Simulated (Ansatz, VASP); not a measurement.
**Two plane-wave programs on HgTe**

```xyz
2
Lattice="0.0000 3.2554 3.2554 3.2554 0.0000 3.2554 3.2554 3.2554 0.0000" Properties=species:S:1:pos:R:3 pbc="T T T"
Hg    0.0000    0.0000    0.0000
Te    4.8831    4.8831    4.8831
```

Change from the starting cell: volume scaled by 1.03, PAW files.

Alike in both runs: task electric field gradients; functional PBE; k mesh 9 × 9 × 9; occupations fermi-dirac, width 0.05 eV; no spin polarisation.

|  | VASP | Ansatz |
| --- | --- | --- |
| version | VASP 6.6.1 | Ansatz 0.2.0 |
| potentials or method | VASP PAW PBE potentials, release 64 (Hg, Te) | PAW with Ansatz's default frozen-core files, scalar-relativistic |
| plane-wave cutoff (eV) | 520 | 420 |
| valence electrons in the cell | 18 | 36 |

|  | VASP | Ansatz | Ansatz less VASP |
| --- | --- | --- | --- |
| pressure (GPa) | 2.6 | 2.6 | -0.07 |

With one functional, cell and mesh, what is left measures potentials, basis and numerics. VASP's potentials hold 18 valence electrons a cell and Ansatz's 36, so a difference there can come from the potentials and not from the codes.

Neither program's run includes spin-orbit coupling.
